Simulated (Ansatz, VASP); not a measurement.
# Two plane-wave programs on Al12HO

The input INCAR:

```
SYSTEM = Al12HO
  ALGO = Normal
  DIPOL = 0.5 0.5 0.295
  EDIFF = 1E-6
  ENCUT = 520
  GGA = PE
  IDIPOL = 3
  ISIF = 2
  ISMEAR = 0
  ISPIN = 2
  LASPH = .True.
  LCHARG = .False.
  LDIPOL = .True.
  LORBIT = 11
  LREAL = .False.
  LWAVE = .False.
  MAGMOM = 0 0 0 0 0 0 0 0 0 0 0 0 1 0
  NBANDS = 38
  NELM = 150
  PREC = Accurate
  SIGMA = 0.1
```

Contents of KPOINTS:

```
k-points
0
Gamma
  5 5 1
  0 0 0
```

The input POSCAR:

```
Al12HO
1.0
    5.7143028096      0.0000000000      0.0000000000
    0.0000000000      5.7143028096      0.0000000000
    0.0000000000      0.0000000000     22.1750227687
Al O H
12 1 1
Direct
    0.2500000000      0.2500000000      0.1803831293
    0.2500000000      0.7500000000      0.1803831293
    0.7500000000      0.2500000000      0.1803831293
    0.7500000000      0.7500000000      0.1803831293
    0.0000000000      0.0000000000      0.2744094920
    0.0000000000      0.5000000000      0.2744094920
    0.5000000000      0.0000000000      0.2744094920
    0.5000000000      0.5000000000      0.2744094920
    0.2500000000      0.2500000000      0.3686590473
    0.2500000000      0.7500000000      0.3686590473
    0.7500000000      0.2500000000      0.3686590473
    0.7500000000      0.7500000000      0.3686590473
    0.5000000000      0.5000000000      0.3934617276
    0.5000000000      0.5000000000      0.4385575100
```

Input for Ansatz:

```yaml
crystal:
  lattice:
    - [5.7143028096, 0.0, 0.0]
    - [0.0, 5.7143028096, 0.0]
    - [0.0, 0.0, 22.1750227687]
  atoms:
    - { symbol: Al, position: [0.25, 0.25, 0.1803831293] }
    - { symbol: Al, position: [0.25, 0.75, 0.1803831293] }
    - { symbol: Al, position: [0.75, 0.25, 0.1803831293] }
    - { symbol: Al, position: [0.75, 0.75, 0.1803831293] }
    - { symbol: Al, position: [0.0, 0.0, 0.274409492] }
    - { symbol: Al, position: [0.0, 0.5, 0.274409492] }
    - { symbol: Al, position: [0.5, 0.0, 0.274409492] }
    - { symbol: Al, position: [0.5, 0.5, 0.274409492] }
    - { symbol: Al, position: [0.25, 0.25, 0.3686590473] }
    - { symbol: Al, position: [0.25, 0.75, 0.3686590473] }
    - { symbol: Al, position: [0.75, 0.25, 0.3686590473] }
    - { symbol: Al, position: [0.75, 0.75, 0.3686590473] }
    - { symbol: O, position: [0.5, 0.5, 0.3934617276], spin: 1.0 }
    - { symbol: H, position: [0.5, 0.5, 0.43855751] }
basis:
  ecutwfc: 420
kpoints:
  mp_grid: { grid: [5, 5, 1] }
hamiltonian:
  xc: pbe
scf:
  occupations: { method: gaussian, width: 0.1 }
output:
  forces: true
  eigenvalues: true
  populations: true
magnetization:
  spin_polarized: true
efield:
  axis: 3
  dipole_correction: true
  ramp_width: 0.04
```

Alike in both runs: task single point; functional PBE; k mesh 5 × 5 × 1; occupations gaussian, width 0.1 eV; collinear spin.

|  | VASP | Ansatz |
| --- | --- | --- |
| version | VASP 6.6.1 | Ansatz 0.2.0 |
| potentials or method | VASP PAW PBE potentials, release 64 (Al, O, H), cutoff 520 eV | scalar-relativistic, plane waves, PAW |
| valence electrons in the cell | 43 | 43 |

VASP gave:

* gap on the k mesh at the Fermi level (eV): none
* rms of the force components (eV/Å): 0.690
* net moment per atom (μB): 0.00

Question: Which values does Ansatz return?

Answer: gap on the k mesh at the Fermi level (eV): none; rms of the force components (eV/Å): 0.702; net moment per atom (μB): 0.00.

Atom by atom the forces differ by 0.021 eV/Å (rms over components). A gap of «none» marks a metal or a gap that the smearing closes. With one functional, cell and mesh, what is left measures potentials, basis and numerics. Ansatz's warnings: seeded moment not kept.
